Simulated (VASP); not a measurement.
# SrTiO3 (Pm-3m) in VASP: notebook

SrTiO3 is run at these levels: PBEsol; tasks: single point.

Program: VASP 6.6.1. These are calculated values, not measurements. Logs are shortened: lines on timing, memory, paths and dates and some standing lists are left out, and cuts for length are marked.

### 1 The cell of the first run

Symmetry: Pm-3m, No. 221, cubic system. The conventional cell has a = 3.612 Å, b = 3.612 Å, c = 3.612 Å, α = 90.00°, β = 90.00°, γ = 90.00°. Within 3.4 Å of Sr (site symmetry m-3m) lie 12 O at 2.55 Å and 8 Ti at 3.13 Å. Within 2.4 Å of Ti (site symmetry m-3m) lie 6 O at 1.81 Å. O (site symmetry 4/mmm) has 2 Ti at 1.81 Å within 2.4 Å.

### 2 Single point, PBEsol (9.43 Å³/atom)

INCAR

```
SYSTEM = SrTiO3
PREC = Accurate ; ENCUT = 520
EDIFF = 1E-7 ; ISMEAR = 0
SIGMA = 0.05 ; LREAL = .False.
LASPH = .True. ; NELM = 60
ALGO = Normal ; ISIF = 2
LWAVE = .False. ; LCHARG = .False.
GGA = PS ; NBANDS = 28
```

KPOINTS

```
Automatic mesh
0
Gamma
  6 6 6
  0 0 0
```

POSCAR

```
SrTiO3
1.0
    3.6121922075      0.0000000000      0.0000000000
    0.0000000000      3.6121922075      0.0000000000
    0.0000000000      0.0000000000      3.6121922075
Sr Ti O
1 1 3
Direct
    0.5000000000      0.5000000000      0.5000000000
    0.0000000000      0.0000000000      0.0000000000
    0.5000000000      0.0000000000      0.0000000000
    0.0000000000      0.5000000000      0.0000000000
    0.0000000000      0.0000000000      0.5000000000
```

Potentials or basis: VASP PAW PBE potentials, release 64 (Sr_sv, Ti_sv, O).

Command:

```console
cat potpaw_PBE.64/Sr_sv/POTCAR potpaw_PBE.64/Ti_sv/POTCAR potpaw_PBE.64/O/POTCAR > POTCAR
mpirun -np 1 vasp_std > vasp.out
```

OUTCAR:

```text
SYSTEM = SrTiO3
   PREC = Accurate
   ENCUT = 520
   EDIFF = 1E-7
   ISMEAR = 0
   LREAL = .False.
   LASPH = .True.
   NELM = 60
   ISIF = 2
   GGA = PS

 ion  position               nearest neighbor table
   1  0.500  0.500  0.500-   3 2.55   4 2.55   5 2.55   3 2.55   4 2.55   3 2.55   5 2.55   3 2.55
                             4 2.55   5 2.55   4 2.55   5 2.55   2 3.13   2 3.13   2 3.13   2 3.13
   2  0.000  0.000  0.000-   3 1.81   4 1.81   5 1.81   5 1.81   4 1.81   3 1.81   1 3.13   1 3.13
                             1 3.13   1 3.13   1 3.13   1 3.13   1 3.13   1 3.13
   3  0.500  0.000  0.000-   2 1.81   2 1.81   1 2.55   1 2.55   1 2.55   1 2.55
   4  0.000  0.500  0.000-   2 1.81   2 1.81   1 2.55   1 2.55   1 2.55   1 2.55
   5  0.000  0.000  0.500-   2 1.81   2 1.81   1 2.55   1 2.55   1 2.55   1 2.55

  LATTYP: Found a simple cubic cell.
 ALAT       =     3.6121922075

  Lattice vectors:

 A1 = (   3.6121922075,   0.0000000000,   0.0000000000)
 A2 = (   0.0000000000,   3.6121922075,   0.0000000000)
 A3 = (   0.0000000000,   0.0000000000,   3.6121922075)

Analysis of symmetry for initial positions (statically):
=====================================================================
 Subroutine PRICEL returns:
 Original cell was already a primitive cell.

 Routine SETGRP: Setting up the symmetry group for a
 simple cubic supercell.

 Subroutine GETGRP returns: Found 48 space group operations
 (whereof 48 operations were pure point group operations)
 out of a pool of 48 trial point group operations.

The static configuration has the point symmetry O_h .

Analysis of symmetry for dynamics (positions and initial velocities):
=====================================================================
 Subroutine PRICEL returns:
 Original cell was already a primitive cell.

 Routine SETGRP: Setting up the symmetry group for a
 simple cubic supercell.

 Subroutine GETGRP returns: Found 48 space group operations
 (whereof 48 operations were pure point group operations)
 out of a pool of 48 trial point group operations.

The dynamic configuration has the point symmetry O_h .

 Subroutine INISYM returns: Found 48 space group operations
 (whereof 48 operations are pure point group operations),
 and found     1 'primitive' translations

----------------------------------------------------------------------------------------

                                     Primitive cell

  volume of cell :      47.1316

  direct lattice vectors                    reciprocal lattice vectors
     3.612192208  0.000000000  0.000000000     0.276840196  0.000000000  0.000000000
     0.000000000  3.612192208  0.000000000     0.000000000  0.276840196  0.000000000
     0.000000000  0.000000000  3.612192208     0.000000000  0.000000000  0.276840196

  length of vectors
     3.612192208  3.612192208  3.612192208     0.276840196  0.276840196  0.276840196

  position of ions in fractional coordinates (direct lattice)
     0.500000000  0.500000000  0.500000000
     0.000000000  0.000000000  0.000000000
     0.500000000  0.000000000  0.000000000
     0.000000000  0.500000000  0.000000000
     0.000000000  0.000000000  0.500000000

  ion indices of the primitive-cell ions
   primitive index   ion index
                 1           1
                 2           2
                 3           3
                 4           4
                 5           5

----------------------------------------------------------------------------------------

 KPOINTS: Automatic mesh

Automatic generation of k-mesh.
 Grid dimensions read from file:
 generate k-points for:    6    6    6

 Generating k-lattice:

  Cartesian coordinates                     Fractional coordinates (reciprocal lattice)
     0.046140033  0.000000000  0.000000000     0.166666667  0.000000000  0.000000000
     0.000000000  0.046140033  0.000000000     0.000000000  0.166666667  0.000000000
     0.000000000  0.000000000  0.046140033     0.000000000  0.000000000  0.166666667

  Length of vectors
     0.046140033  0.046140033  0.046140033

  Shift w.r.t. Gamma in fractional coordinates (k-lattice)
     0.000000000  0.000000000  0.000000000

 Subroutine IBZKPT returns following result:
 ===========================================

 Found     20 irreducible k-points:

 Following reciprocal coordinates:
            Coordinates               Weight
  0.000000  0.000000  0.000000      1.000000
  0.166667  0.000000  0.000000      6.000000
  0.333333  0.000000  0.000000      6.000000
  0.500000  0.000000  0.000000      3.000000
  0.166667  0.166667  0.000000     12.000000
  0.333333  0.166667  0.000000     24.000000
[... 12 lines left out ...]
  0.500000  0.500000  0.333333      6.000000
  0.500000  0.500000  0.500000      1.000000
   k-points           NKPTS =     20   k-points in BZ     NKDIM =     20   number of bands    NBANDS=     28
   number of dos      NEDOS =    301   number of ions     NIONS =      5
   total plane-waves  NPLWV =  21952
   dimension x,y,z NGX =    28 NGY =   28 NGZ =   28
   dimension x,y,z NGXF=    56 NGYF=   56 NGZF=   56
   ions per type =               1   1   3
   NGX,Y,Z   is equivalent  to a cutoff of  12.89, 12.89, 12.89 a.u.
   NGXF,Y,Z  is equivalent  to a cutoff of  25.77, 25.77, 25.77 a.u.
 SYSTEM =  SrTiO3
   PREC   = accura    normal or accurate (medium, high low for compatibility)
   ISTART =      0    job   : 0-new  1-cont  2-samecut
   ICHARG =      2    charge: 1-file 2-atom 10-const
   ISPIN  =      1    spin polarized calculation?
   LNONCOLLINEAR =      F non collinear calculations
   LSORBIT =      F    spin-orbit coupling
   LASPH  =      T    aspherical Exc in radial PAW
   ENCUT  =  520.0 eV  38.22 Ry    6.18 a.u.   6.72  6.72  6.72*2*pi/ulx,y,z
   NELM   =     60;   NELMIN=  2; NELMDL= -5     # of ELM steps
   EDIFF  = 0.1E-06   stopping-criterion for ELM
   LREAL  =      F    real-space projection
   EDIFFG = 0.1E-05   stopping-criterion for IOM
   NSW    =      0    number of steps for IOM
   IBRION =     -1    ionic relax: 0-MD 1-quasi-New 2-CG
   NFREE  =      0    steps in history (QN), initial steepest desc. (CG)
   ISIF   =      2    stress and relaxation
   ISYM   =      2    0-nonsym 1-usesym 2-fastsym
   POTIM  = 0.5000    time-step for ionic-motion
   TEBEG  =    0.0;   TEEND  =   0.0 temperature during run
   PSTRESS=    0.0 pullay stress
   NELECT =      40.0000    total number of electrons
   NUPDOWN=      -1.0000    fix difference up-down
   EMIN   =  10.00;   EMAX   =-10.00  energy-range for DOS
   EFERMI =   0.00;   METHOD = LEGACY
   ISMEAR =     0;   SIGMA  =   0.05  broadening in eV -4-tet -1-fermi 0-gaus
   EFERMI_NEDOS =   21; number of points for ismear=-14 and -15
   IALGO  =     38    algorithm
   IMIX   =      4    mixing-type and parameters
     AMIX     =   0.40;   BMIX     =  1.00
     AMIX_MAG =   1.60;   BMIX_MAG =  1.00
  volume/ion in A,a.u.               =       9.43        63.61
  Fermi-wavevector in a.u.,A,eV,Ry     =   1.549972  2.929023 32.686835  2.402415
  Thomas-Fermi vector in A             =   2.654703
   LORBIT       =      0    0 simple, 1 ext, 2 COOP (PROOUT), +10 PAW based schemes
   GGA     = PS    functional components
   LHFCALC =     F    Hartree Fock is set to
   AEXX    =    0.0000 exact exchange contribution
   IVDW    =     0    specifies the selected vdW correction
   LEPSILON=     F    determine dielectric tensor
   LRPA    =     F    only Hartree local field effects (RPA)
 non-spin polarized calculation
 Gauss-broadening in eV      SIGMA  =   0.05
  energy-cutoff  :      520.00
  volume of cell :       47.13
 maximum number of plane-waves:      1328
 NGX is ok and might be reduce to    28
   NGX = 13   NGY = 13   NGZ = 13

 number of electron      40.0000024 magnetization

 Free energy of the ion-electron system (eV)
  ---------------------------------------------------
  ext. energy  EPLUGINS =         0.00000000
  ---------------------------------------------------
  free energy    TOTEN  =       -39.89259537 eV

  energy without entropy =      -39.89259537  energy(sigma->0) =      -39.89259537

 E-fermi :   6.5396     XC(G=0): -12.8309

 val. band max:        6.1626453602   @ k =   0.5000   0.5000   0.5000
 cond. band min:       8.2911811219   @ k =   0.0000   0.0000   0.0000
 fundamental gap:      2.1285357617
 Fermi energy:         6.5396254588

 k-point     1 :       0.0000    0.0000    0.0000
  band No.  band energies     occupation
      1     -49.0620      2.00000
      2     -25.9142      2.00000
      3     -25.6480      2.00000
      4     -25.6480      2.00000
      5     -25.6480      2.00000
      6     -12.0401      2.00000
[... 20 lines left out ...]
     27      12.5939      0.00000
     28      14.5773      0.00000

 k-point     2 :       0.1667    0.0000    0.0000
  band No.  band energies     occupation
      1     -49.0605      2.00000
      2     -25.9819      2.00000
      3     -25.6453      2.00000
      4     -25.6453      2.00000
      5     -25.6135      2.00000
      6     -12.1256      2.00000
[... 20 lines left out ...]
     27      13.5391      0.00000
     28      15.3021      0.00000

 k-point     3 :       0.3333    0.0000    0.0000
  band No.  band energies     occupation
      1     -49.0575      2.00000
      2     -26.1005      2.00000
      3     -25.6399      2.00000
      4     -25.6399      2.00000
      5     -25.5581      2.00000
      6     -12.4471      2.00000
[... 20 lines left out ...]
     27      14.9392      0.00000
     28      15.0193      0.00000

 k-point     4 :       0.5000    0.0000    0.0000
  band No.  band energies     occupation
      1     -49.0560      2.00000
      2     -26.1555      2.00000
      3     -25.6372      2.00000
      4     -25.6372      2.00000
      5     -25.5332      2.00000
      6     -12.6195      2.00000
[... 454 lines left out ...]
     27      16.3069      0.00000
     28      16.4764      0.00000

 k-point    19 :       0.5000    0.5000    0.3333
  band No.  band energies     occupation
      1     -49.0459      2.00000
      2     -25.8469      2.00000
      3     -25.8469      2.00000
      4     -25.7904      2.00000
      5     -25.7313      2.00000
      6     -10.3429      2.00000
[... 20 lines left out ...]
     27      16.5966      0.00000
     28      16.8374      0.00000

 k-point    20 :       0.5000    0.5000    0.5000
  band No.  band energies     occupation
      1     -49.0445      2.00000
      2     -25.8430      2.00000
      3     -25.8430      2.00000
      4     -25.8430      2.00000
      5     -25.7169      2.00000
      6      -9.9418      2.00000
[... 20 lines left out ...]
     27      17.1770      0.00000
     28      17.1770      0.00000

------------------------ aborting loop because EDIFF is reached ----------------------------------------

  FORCE on cell =-STRESS in cart. coord.  units (eV):
  Direction    XX          YY          ZZ          XY          YZ          ZX
  --------------------------------------------------------------------------------------
  -------------------------------------------------------------------------------------
  Total       20.2139677     20.2139677     20.2139677      0.0000000     -0.0000000      0.0000000
  in kB      687.1469049    687.1469049    687.1469049      0.0000000     -0.0000000      0.0000000
  external PRESSURE =     687.1469049 kB  Pullay stress =       0.0000000 kB

 VOLUME and BASIS-vectors are now :
 -----------------------------------------------------------------------------
  energy-cutoff  :      520.00
  volume of cell :       47.13
      direct lattice vectors                 reciprocal lattice vectors
     3.612192208  0.000000000  0.000000000     0.276840196  0.000000000  0.000000000
     0.000000000  3.612192208  0.000000000     0.000000000  0.276840196  0.000000000
     0.000000000  0.000000000  3.612192208     0.000000000  0.000000000  0.276840196

 POSITION                                       TOTAL-FORCE (eV/Angst)
 -----------------------------------------------------------------------------------
      1.80610      1.80610      1.80610         0.000000      0.000000      0.000000
      0.00000      0.00000      0.00000         0.000000      0.000000      0.000000
      1.80610      0.00000      0.00000         0.000000      0.000000      0.000000
      0.00000      1.80610      0.00000         0.000000      0.000000      0.000000
      0.00000      0.00000      1.80610         0.000000      0.000000      0.000000
 -----------------------------------------------------------------------------------
    total drift:                               -0.000000      0.000000     -0.000000

  FREE ENERGIE OF THE ION-ELECTRON SYSTEM (eV)
  ---------------------------------------------------
  free  energy   TOTEN  =       -39.8925953670 eV

  energy  without entropy=      -39.8925953670  energy(sigma->0) =      -39.89259537
```

It took 40 s on 1 thread of Intel Xeon 8259CL, shared host; peak memory 0.17 GiB.

Results:

* Free energy: -39.8926 eV
* Pressure: 68.7 GPa
* Band gap on the k mesh: 2.13 eV (least direct gap 2.23 eV)

Caveat: the cell stands under pressure; the PAW data sets were made with another functional, which shifts forces and pressure a little. A k mesh can miss the band edges.

### 3 Single point, PBEsol (9.90 Å³/atom)

This run uses another cell than the first one, of 9.90 Å³/atom.

INCAR

```
SYSTEM = SrTiO3
PREC = Accurate
ENCUT = 520
EDIFF = 1E-6
ISMEAR = 0
SIGMA = 0.05
LREAL = .False.
LASPH = .True.
NELM = 80
ALGO = Normal
ISIF = 2
LWAVE = .False.
LCHARG = .True.
GGA = PS
LELF = .True.
LVHAR = .True.
NBANDS = 28
```

KPOINTS

```
regular mesh
0
Gamma
  6 6 6
  0 0 0
```

Edit POSCAR of step 2 so:

```diff
@@ -2,5 +2,5 @@
 1.0
-    3.6121922075      0.0000000000      0.0000000000
-    0.0000000000      3.6121922075      0.0000000000
-    0.0000000000      0.0000000000      3.6121922075
+    3.6714189999      0.0000000000      0.0000000000
+    0.0000000000      3.6714189999      0.0000000000
+    0.0000000000      0.0000000000      3.6714189999
 Sr Ti O
```

Potentials or basis: VASP PAW PBE potentials, release 64 (Sr_sv, Ti_sv, O).

Command:

```console
cat potpaw_PBE.64/Sr_sv/POTCAR potpaw_PBE.64/Ti_sv/POTCAR potpaw_PBE.64/O/POTCAR > POTCAR
mpirun -np 1 vasp_std > vasp.out
```

It took 45 s on 1 thread of Intel Xeon 8259CL, shared host; peak memory 0.17 GiB.

Results (log left out):

* Free energy: -40.7539 eV
* Pressure: 48.6 GPa
* Band gap on the k mesh: 2.08 eV (least direct gap 2.25 eV)

Levels at points of the mesh, in eV from the valence-band top:
| k point | band 16 | band 17 | band 18 | band 19 | band 20 | band 21 | band 22 | band 23 | band 24 | band 25 |
| --- | --- | --- | --- | --- | --- | --- | --- | --- | --- | --- |
| (0.00, 0.00, 0.00) | -1.54 | -1.54 | -0.18 | -0.18 | -0.18 | 2.08 | 2.08 | 2.08 | 5.20 | 5.20 |
| (0.50, 0.00, 0.00) | -2.88 | -2.88 | -2.70 | -0.62 | -0.62 | 2.37 | 4.80 | 4.80 | 5.84 | 7.92 |
| (0.50, 0.50, 0.00) | -3.70 | -1.74 | -1.74 | -1.49 | -0.13 | 4.82 | 4.82 | 5.30 | 7.14 | 8.80 |
| (0.50, 0.50, 0.50) | -4.24 | -4.24 | 0.00 | 0.00 | 0.00 | 5.74 | 5.74 | 5.74 | 7.62 | 7.62 |

Caveat: the cell stands under pressure; the PAW data sets were made with another functional, which shifts forces and pressure a little.

(Part 1 of 2 ends here.)
